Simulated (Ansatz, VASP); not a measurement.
# Pt in VASP and in Ansatz

File INCAR:

```
PREC = Accurate
ENCUT = 520
EDIFF = 1E-6
ISMEAR = -1
SIGMA = 0.1
LREAL = F
LASPH = T
NELM = 80
ALGO = Normal
ISIF = 2
LWAVE = F
LCHARG = F
GGA = PS
NBANDS = 17
```

KPOINTS

```
regular mesh
0
Gamma
  11 11 11
```

The input POSCAR:

```
Pt
1.0
    0.0000000000      2.8080458368      2.8080458368
    2.8080458368      0.0000000000      2.8080458368
    2.8080458368      2.8080458368      0.0000000000
Pt
2
Direct
    0.1250000000      0.1250000000      0.1250000000
    0.8750000000      0.8750000000      0.8750000000
```

Input for Ansatz:

```yaml
crystal:
  lattice:
    - [0.0, 2.8080458368, 2.8080458368]
    - [2.8080458368, 0.0, 2.8080458368]
    - [2.8080458368, 2.8080458368, 0.0]
  atoms:
    - { symbol: Pt, position: [0.125, 0.125, 0.125] }
    - { symbol: Pt, position: [0.875, 0.875, 0.875] }
hamiltonian:
  xc: pbesol
  pseudopotentials:
    kind: paw
    azcp:
      Pt: "pseudopotentials/Pt.paw.azcp"
basis:
  ecutwfc: 420
  fft_grid_basis: typed
kpoints:
  mp_grid: { grid: [11, 11, 11], shift: [0, 0, 0] }
magnetization:
  spin_polarized: false
scf:
  occupations: { method: fermi_dirac, width: 0.1 }
  lower_state_search: "off"
output:
  stress: true
  write_density: true
  write_potential: true
  elf: true
  volumetric_format: npy
```

Alike in both runs: task single point; functional PBEsol; k mesh 11 × 11 × 11; occupations fermi-dirac, width 0.1 eV; no spin polarisation.

|  | VASP | Ansatz |
| --- | --- | --- |
| version | VASP 6.6.1 | Ansatz 0.2.0 |
| potentials or method | VASP PAW PBE potentials, release 64 (Pt), cutoff 520 eV | plane waves (420 eV) with PAW, scalar-relativistic |
| valence electrons in the cell | 20 | 36 |

```tsv
	VASP	Ansatz	Ansatz less VASP
pressure (GPa)	5.5	6.1	+0.57
```

VASP's potentials were made for PBE, not for PBEsol, and Ansatz warns of the same on its side. VASP's potentials hold 20 valence electrons a cell and Ansatz's 36, so a difference there can come from the potentials and not from the codes.

Neither program's run includes spin-orbit coupling.
